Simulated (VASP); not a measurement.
# CdSi2Sb4 (I-4) in VASP: single point with r2SCAN

Aim: the single point of CdSi2Sb4 with r2SCAN.

Program: VASP 6.6.1. These are calculated values, not measurements. Logs are shortened: lines on timing, memory, paths and dates and some standing lists are left out, and cuts for length are marked.

### Step 1. The cell of the first run

The structure is tetragonal, space group I-4 (No. 82). Conventional cell: a = 5.857 Å, b = 5.857 Å, c = 11.352 Å, α = 90.00°, β = 90.00°, γ = 90.00°. Within 3.5 Å of Cd (site symmetry -4) lie 4 Sb at 2.68 Å. Si (site symmetry -4) has 4 Sb at 2.49 Å within 3.3 Å. Within 3.3 Å of Si (site symmetry -4) lie 4 Sb at 2.48 Å. Sb (site symmetry 1) has 2 Si at 2.48 to 2.49 Å and 1 Cd at 2.68 Å within 3.3 Å.

### Step 2. Single point, r2SCAN

Contents of POSCAR:

```
CdSi2Sb4
1.0
    0.0000000000      5.8568410000      0.0000000000
    5.8568410000      0.0000000000      0.0000000000
    2.9284210000      2.9284210000     -5.6761280000
Cd Si Sb
1 2 4
Direct
    0.0000000000      0.0000000000      0.0000000000
    0.7500000000      0.2500000000      0.5000000000
    0.5000000000      0.5000000000      0.0000000000
    0.3950000000      0.4050000000      0.7300000000
    0.5950000000      0.1250000000      0.2700000000
    0.8750000000      0.8650000000      0.7300000000
    0.1350000000      0.6050000000      0.2700000000
```

Contents of INCAR.step1:

```
PREC     = Accurate       # precision mode
ENCUT    = 520            # plane-wave cutoff, eV
ISMEAR   = 1              # smearing method
SIGMA    = 0.0512         # smearing width, eV
LREAL    = F              # projectors in reciprocal space
LASPH    = T              # aspherical terms in the spheres
NELM     = 80             # most SCF steps
NBANDS   = 29             # bands
GGA      = PE             # functional
ALGO     = Normal         # electronic algorithm
EDIFF    = 1E-4           # SCF threshold, eV
LWAVE    = T              # write WAVECAR
LCHARG   = F              # write CHGCAR
```

Contents of INCAR.step2:

```
PREC     = Accurate       # precision mode
ENCUT    = 520            # plane-wave cutoff, eV
EDIFF    = 1E-6           # SCF threshold, eV
ISMEAR   = 1              # smearing method
SIGMA    = 0.0512         # smearing width, eV
LREAL    = F              # projectors in reciprocal space
LASPH    = T              # aspherical terms in the spheres
NELM     = 80             # most SCF steps
ALGO     = Normal         # electronic algorithm
ISIF     = 2              # what is computed and relaxed
LWAVE    = F              # write WAVECAR
LCHARG   = T              # write CHGCAR
METAGGA  = R2SCAN         # meta-GGA
LMIXTAU  = T            
LELF     = T              # ELF
LVHAR    = T            
NBANDS   = 29             # bands
ISTART   = 1
```

Contents of KPOINTS:

```
Automatic mesh
0
Gamma
  5 5 5
```

Potentials or basis: VASP PAW PBE potentials, release 64 (Cd, Si, Sb).

Run with:

```console
$ cat potpaw_PBE.64/Cd/POTCAR potpaw_PBE.64/Si/POTCAR potpaw_PBE.64/Sb/POTCAR > POTCAR
$ cp INCAR.step1 INCAR
$ mpirun -np 1 vasp_std > vasp.out
$ cp INCAR.step2 INCAR
$ mpirun -np 1 vasp_std > vasp.out
```

OUTCAR:

```text
PREC = Accurate
   ENCUT = 520
   EDIFF = 1E-6
   ISMEAR = 1
   LREAL = F
   LASPH = T
   NELM = 80
   ISIF = 2
   METAGGA = R2SCAN
   ISTART = 1

 ion  position               nearest neighbor table
   1  0.000  0.000  0.000-   4 2.68   5 2.68   7 2.68   6 2.68
   2  0.750  0.250  0.500-   7 2.49   6 2.49   4 2.49   5 2.49
   3  0.500  0.500  0.000-   6 2.48   5 2.48   7 2.48   4 2.48
   4  0.395  0.405  0.730-   3 2.48   2 2.49   1 2.68
   5  0.595  0.125  0.270-   3 2.48   2 2.49   1 2.68
   6  0.875  0.865  0.730-   3 2.48   2 2.49   1 2.68
   7  0.135  0.605  0.270-   3 2.48   2 2.49   1 2.68

  LATTYP: Found a body centered tetragonal cell.
 ALAT       =     5.8568410000
 C/A-ratio  =     1.9382899416

  Lattice vectors:

 A1 = (  -2.9284210000,   2.9284200000,   5.6761280000)
 A2 = (   2.9284200000,  -2.9284210000,   5.6761280000)
 A3 = (   2.9284210000,   2.9284210000,  -5.6761280000)

Analysis of symmetry for initial positions (statically):
=====================================================================
 Subroutine PRICEL returns:
 Original cell was already a primitive cell.

 Routine SETGRP: Setting up the symmetry group for a
 body centered tetragonal supercell.

 Subroutine GETGRP returns: Found  4 space group operations
 (whereof  4 operations were pure point group operations)
 out of a pool of 16 trial point group operations.

The static configuration has the point symmetry S_4 .

Analysis of symmetry for dynamics (positions and initial velocities):
=====================================================================
 Subroutine PRICEL returns:
 Original cell was already a primitive cell.

 Routine SETGRP: Setting up the symmetry group for a
 body centered tetragonal supercell.

 Subroutine GETGRP returns: Found  4 space group operations
 (whereof  4 operations were pure point group operations)
 out of a pool of 16 trial point group operations.

The dynamic configuration has the point symmetry S_4 .

 Subroutine INISYM returns: Found  4 space group operations
 (whereof  4 operations are pure point group operations),
 and found     1 'primitive' translations

----------------------------------------------------------------------------------------

                                     Primitive cell

  volume of cell :     194.7059

  direct lattice vectors                    reciprocal lattice vectors
     0.000000000  5.856841000  0.000000000     0.000000000  0.170740507  0.088088233
     5.856841000  0.000000000  0.000000000     0.170740507  0.000000000  0.088088233
     2.928421000  2.928421000 -5.676128000     0.000000000  0.000000000 -0.176176436

  length of vectors
     5.856841000  5.856841000  7.026359525     0.192124588  0.192124588  0.176176436

  position of ions in fractional coordinates (direct lattice)
     0.000000000  0.000000000  0.000000000
     0.750000000  0.250000000  0.500000000
     0.500000000  0.500000000  0.000000000
     0.395000000  0.405000000  0.730000000
     0.595000000  0.125000000  0.270000000
     0.875000000  0.865000000  0.730000000
     0.135000000  0.605000000  0.270000000

  ion indices of the primitive-cell ions
   primitive index   ion index
                 1           1
                 2           2
                 3           3
                 4           4
                 5           5
                 6           6
                 7           7

----------------------------------------------------------------------------------------

 KPOINTS: Automatic mesh

Automatic generation of k-mesh.
 Grid dimensions read from file:
 generate k-points for:    5    5    5

 Generating k-lattice:

  Cartesian coordinates                     Fractional coordinates (reciprocal lattice)
     0.000000000  0.034148101  0.017617647     0.200000000  0.000000000 -0.000000000
     0.034148101  0.000000000  0.017617647     0.000000000  0.200000000 -0.000000000
     0.000000000  0.000000000 -0.035235287     0.000000000  0.000000000  0.200000000

  Length of vectors
     0.038424918  0.038424918  0.035235287

  Shift w.r.t. Gamma in fractional coordinates (k-lattice)
     0.000000000  0.000000000  0.000000000

 Subroutine IBZKPT returns following result:
 ===========================================

 Found     21 irreducible k-points:

 Following reciprocal coordinates:
            Coordinates               Weight
  0.000000  0.000000  0.000000      1.000000
  0.200000  0.000000 -0.000000      8.000000
  0.400000  0.000000 -0.000000      8.000000
  0.200000  0.200000 -0.000000      8.000000
  0.400000  0.200000 -0.000000      8.000000
 -0.200000 -0.400000  0.000000      8.000000
[... 13 lines left out ...]
  0.000000  0.000000  0.400000      2.000000
 -0.200000  0.000000  0.400000      4.000000
   k-points           NKPTS =     21   k-points in BZ     NKDIM =     21   number of bands    NBANDS=     29
   number of dos      NEDOS =    301   number of ions     NIONS =      7
   total plane-waves  NPLWV = 124416
   dimension x,y,z NGX =    48 NGY =   48 NGZ =   54
   dimension x,y,z NGXF=    96 NGYF=   96 NGZF=  108
   ions per type =               1   2   4
   NGX,Y,Z   is equivalent  to a cutoff of  13.62, 13.62, 12.78 a.u.
   NGXF,Y,Z  is equivalent  to a cutoff of  27.25, 27.25, 25.55 a.u.
 SYSTEM =  unknown system
   PREC   = accura    normal or accurate (medium, high low for compatibility)
   ISTART =      1    job   : 0-new  1-cont  2-samecut
   ICHARG =      0    charge: 1-file 2-atom 10-const
   ISPIN  =      1    spin polarized calculation?
   LNONCOLLINEAR =      F non collinear calculations
   LSORBIT =      F    spin-orbit coupling
   LASPH  =      T    aspherical Exc in radial PAW
   ENCUT  =  520.0 eV  38.22 Ry    6.18 a.u.  10.89 10.89 13.06*2*pi/ulx,y,z
   NELM   =     80;   NELMIN=  2; NELMDL=  0     # of ELM steps
   EDIFF  = 0.1E-05   stopping-criterion for ELM
   LREAL  =      F    real-space projection
   EDIFFG = 0.1E-04   stopping-criterion for IOM
   NSW    =      0    number of steps for IOM
   IBRION =     -1    ionic relax: 0-MD 1-quasi-New 2-CG
   NFREE  =      0    steps in history (QN), initial steepest desc. (CG)
   ISIF   =      2    stress and relaxation
   ISYM   =      2    0-nonsym 1-usesym 2-fastsym
   POTIM  = 0.5000    time-step for ionic-motion
   TEBEG  =    0.0;   TEEND  =   0.0 temperature during run
   PSTRESS=    0.0 pullay stress
   NELECT =      40.0000    total number of electrons
   NUPDOWN=      -1.0000    fix difference up-down
   EMIN   =  10.00;   EMAX   =-10.00  energy-range for DOS
   EFERMI =   0.00;   METHOD = LEGACY
   ISMEAR =     1;   SIGMA  =   0.05  broadening in eV -4-tet -1-fermi 0-gaus
   EFERMI_NEDOS =   21; number of points for ismear=-14 and -15
   IALGO  =     38    algorithm
   IMIX   =      4    mixing-type and parameters
     AMIX     =   0.40;   BMIX     =  1.00
     AMIX_MAG =   1.60;   BMIX_MAG =  1.00
  volume/ion in A,a.u.               =      27.82       187.71
  Fermi-wavevector in a.u.,A,eV,Ry     =   0.965981  1.825439 12.695853  0.933119
  Thomas-Fermi vector in A             =   2.095744
   LORBIT       =      0    0 simple, 1 ext, 2 COOP (PROOUT), +10 PAW based schemes
   METAGGA = R2SCAN    functional components
   LHFCALC =     F    Hartree Fock is set to
   AEXX    =    0.0000 exact exchange contribution
   IVDW    =     0    specifies the selected vdW correction
   LEPSILON=     F    determine dielectric tensor
   LRPA    =     F    only Hartree local field effects (RPA)
 non-spin polarized calculation
 Methfessel and Paxton  Order N= 1 SIGMA  =   0.05
  energy-cutoff  :      520.00
  volume of cell :      194.71
 maximum number of plane-waves:      5261
 NGX is ok and might be reduce to    48
   NGX = 21   NGY = 21   NGZ = 27

 number of electron      39.9999996 magnetization

 Free energy of the ion-electron system (eV)
  ---------------------------------------------------
  ext. energy  EPLUGINS =         0.00000000
  ---------------------------------------------------
  free energy    TOTEN  =      -138.13463980 eV

  energy without entropy =     -138.13450640  energy(sigma->0) =     -138.13459533

 E-fermi :   5.2854     XC(G=0):  -9.7231

 val. band max:        5.1728725851   @ k =  -0.4000   0.4000   0.0000
 cond. band min:       5.2931981385   @ k =   0.4000   0.0000  -0.0000
 fundamental gap:      0.1203255535
 Fermi energy:         5.2854421096

 k-point     1 :       0.0000    0.0000    0.0000
  band No.  band energies     occupation
      1      -7.4891      2.00000
      2      -4.8178      2.00000
      3      -4.8178      2.00000
      4      -4.7839      2.00000
      5      -4.0119      2.00000
      6      -3.8274      2.00000
[... 21 lines left out ...]
     28      10.4619      0.00000
     29      10.6872      0.00000

 k-point     2 :       0.2000    0.0000   -0.0000
  band No.  band energies     occupation
      1      -7.3315      2.00000
      2      -5.1640      2.00000
      3      -4.8705      2.00000
      4      -4.7993      2.00000
      5      -3.9885      2.00000
      6      -3.8267      2.00000
[... 21 lines left out ...]
     28       9.7952      0.00000
     29      10.3382      0.00000

 k-point     3 :       0.4000    0.0000   -0.0000
  band No.  band energies     occupation
      1      -6.9495      2.00000
      2      -5.7767      2.00000
      3      -4.9610      2.00000
      4      -4.8034      2.00000
      5      -4.0143      2.00000
      6      -3.8520      2.00000
[... 21 lines left out ...]
     28      10.2334      0.00000
     29      10.4457      0.00000

 k-point     4 :       0.2000    0.2000   -0.0000
  band No.  band energies     occupation
      1      -7.1133      2.00000
      2      -5.5242      2.00000
      3      -4.9388      2.00000
      4      -4.8194      2.00000
      5      -3.9751      2.00000
      6      -3.8266      2.00000
[... 501 lines left out ...]
     28       9.9959      0.00000
     29      10.5735      0.00000

 k-point    20 :       0.0000    0.0000    0.4000
  band No.  band energies     occupation
      1      -6.8880      2.00000
      2      -6.1758      2.00000
      3      -4.8074      2.00000
      4      -4.8074      2.00000
      5      -4.0348      2.00000
      6      -3.8261      2.00000
[... 21 lines left out ...]
     28       9.6275      0.00000
     29      10.2583      0.00000

 k-point    21 :      -0.2000    0.0000    0.4000
  band No.  band energies     occupation
      1      -6.5647      2.00000
      2      -6.4326      2.00000
      3      -4.9208      2.00000
      4      -4.8089      2.00000
      5      -4.0210      2.00000
      6      -3.8280      2.00000
[... 21 lines left out ...]
     28       9.8137      0.00000
     29      10.4840      0.00000

------------------------ aborting loop because EDIFF is reached ----------------------------------------

  FORCE on cell =-STRESS in cart. coord.  units (eV):
  Direction    XX          YY          ZZ          XY          YZ          ZX
  --------------------------------------------------------------------------------------
  -------------------------------------------------------------------------------------
  Total       10.0332178     10.0332178      8.7309632      0.0000002     -0.0000008     -0.0000008
  in kB       82.5603968     82.5603968     71.8445274      0.0000014     -0.0000063     -0.0000063
  external PRESSURE =      78.9884404 kB  Pullay stress =       0.0000000 kB

 VOLUME and BASIS-vectors are now :
 -----------------------------------------------------------------------------
  energy-cutoff  :      520.00
  volume of cell :      194.71
      direct lattice vectors                 reciprocal lattice vectors
     0.000000000  5.856841000  0.000000000     0.000000000  0.170740507  0.088088233
     5.856841000  0.000000000  0.000000000     0.170740507  0.000000000  0.088088233
     2.928421000  2.928421000 -5.676128000     0.000000000  0.000000000 -0.176176436

 POSITION                                       TOTAL-FORCE (eV/Angst)
 -----------------------------------------------------------------------------------
      0.00000      0.00000      0.00000         0.000000     -0.000000      0.000000
      2.92842      5.85684     -2.83806         0.000000     -0.000000      0.000000
      2.92842      2.92842      0.00000         0.000000     -0.000000      0.000000
      4.50977      4.45120     -4.14357         0.550268     -1.000670      0.748602
      1.52278      4.27549     -1.53255        -1.000670     -0.550268     -0.748602
      7.20391      7.26248     -4.14357        -0.550268      1.000670      0.748602
      4.33406      1.58135     -1.53255         1.000670      0.550268     -0.748602
 -----------------------------------------------------------------------------------
    total drift:                                0.000006     -0.000016     -0.000000

  FREE ENERGIE OF THE ION-ELECTRON SYSTEM (eV)
  ---------------------------------------------------
  free  energy   TOTEN  =      -138.1346398030 eV

  energy  without entropy=     -138.1345063984  energy(sigma->0) =     -138.13459533
```

It took 7.9 min on 1 thread of Intel Xeon Platinum 8259CL at 2.50GHz (Skylake/Cascade Lake), shared host; peak memory 0.44 GiB.

What came out:

* Free energy: -138.1346 eV
* Pressure: 7.9 GPa
* Largest force: 1.365 eV/Å
* Band gap on the k mesh: zero (band 20 reaches 5.94 eV, above the bottom of band 21 at 4.88 eV)

Forces in eV/Å, atoms in the order of the input:
```
Cd   0.000  0.000  0.000
Si   0.000  0.000  0.000
Si   0.000  0.000  0.000
Sb   0.550 -1.001  0.749
Sb  -1.001 -0.550 -0.749
Sb  -0.550  1.001  0.749
Sb   1.001  0.550 -0.749
```

Levels at points of the mesh, in eV from the Fermi level:
| k point | band 18 | band 19 | band 20 | band 21 | band 22 | band 23 |
| --- | --- | --- | --- | --- | --- | --- |
| (0.00, 0.00, 0.00) | -1.82 | 0.35 | 0.66 | 0.66 | 1.93 | 2.03 |

Caveat: the PAW data sets were made with another functional, which shifts forces and pressure a little; spin-orbit coupling is left out, which moves the levels of the heavy elements.
